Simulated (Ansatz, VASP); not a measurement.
## NbAs in VASP and in Ansatz

```
Nb As
1.0
     0.00000    2.96453    2.96453
     2.96453    0.00000    2.96453
     2.96453    2.96453    0.00000
Nb As
1 1
Direct
  0.00000 0.00000 0.00000
  0.25000 0.25000 0.25000
```

Alike in both runs: task single point; functional r2SCAN; k mesh 12 × 12 × 12; occupations gaussian, width 0.1 eV; collinear spin.

|  | VASP | Ansatz |
| --- | --- | --- |
| version | VASP 6.6.1 | Ansatz 0.2.0 |
| potentials or method | VASP PAW PBE potentials, release 64 (Nb_sv, As), cutoff 520 eV | scalar-relativistic, plane waves, PAW |
| valence electrons in the cell | 18 | 28 |

Ansatz gave:

| Item | Value |
| --- | --- |
| gap on the k mesh at the Fermi level (eV) | none |
| pressure (GPa) | -1.8 |
| net moment per atom (μB) | 0.89 |
| size of the moment on the site where the two differ most (μB) | 1.22 |

Q: What did VASP give for the same quantities?

A: gap on the k mesh at the Fermi level (eV): none; pressure (GPa): -1.9; net moment per atom (μB): 0.88; size of the moment on the site where the two differ most (μB): 1.41.

VASP's potentials were made for PBE, not for r2SCAN. Site moments also hang on the region over which each program counts them. A gap of «none» marks a metal or a gap that the smearing closes. VASP's potentials hold 18 valence electrons a cell and Ansatz's 28, so a difference there can come from the potentials and not from the codes. Ansatz's warnings: stability check not made.
